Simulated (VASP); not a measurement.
Te2Mo, 6 atoms in the cell. It takes space group P-3m1 (No. 164, trigonal). Conventional cell: a = 3.557 Å, b = 3.557 Å, c = 15.055 Å, α = 90.00°, β = 90.00°, γ = 120.00°. Within 3.6 Å of Te (site symmetry 3m) lie 3 Mo at 2.74 Å and 6 Te at 3.56 Å. Te (site symmetry 3m) has 3 Mo at 2.74 Å and 6 Te at 3.56 Å within 3.6 Å. Within 3.6 Å of Mo (site symmetry 3m) lie 6 Te at 2.74 Å and 6 Mo at 3.56 Å. 

```yaml
Program: VASP 6.6.1
Task: single point
Functional: PBE
Potentials_or_basis: VASP PAW PBE potentials, release 64 (Te, Mo_sv)
Cutoff: 520 eV
k_mesh: 9 × 9 × 2
Occupations: gaussian, width 0.05 eV
Spin: no spin polarisation
Dipole_correction: no
Further_INCAR_settings: ALGO = Normal; EDIFF = 1e-07; NBANDS = 35
```

Potentials or basis: VASP PAW PBE potentials, release 64 (Te, Mo_sv).

Run with:

```sh
$ cat potpaw_PBE.64/Te/POTCAR potpaw_PBE.64/Mo_sv/POTCAR > POTCAR
$ mpirun -np 1 vasp_std > vasp.out
```

Hardware: 1 thread of Intel(R) Xeon(R) 6975P-C (Granite Rapids) (shared host).

**Question.** Estimate the wall time of this run.

**Answer.** Run time: 98 s on 1 thread of Intel(R) Xeon(R) 6975P-C (Granite Rapids), on a shared host, peak memory 0.34 GiB. Counts: scf iterations 19, k points 24.
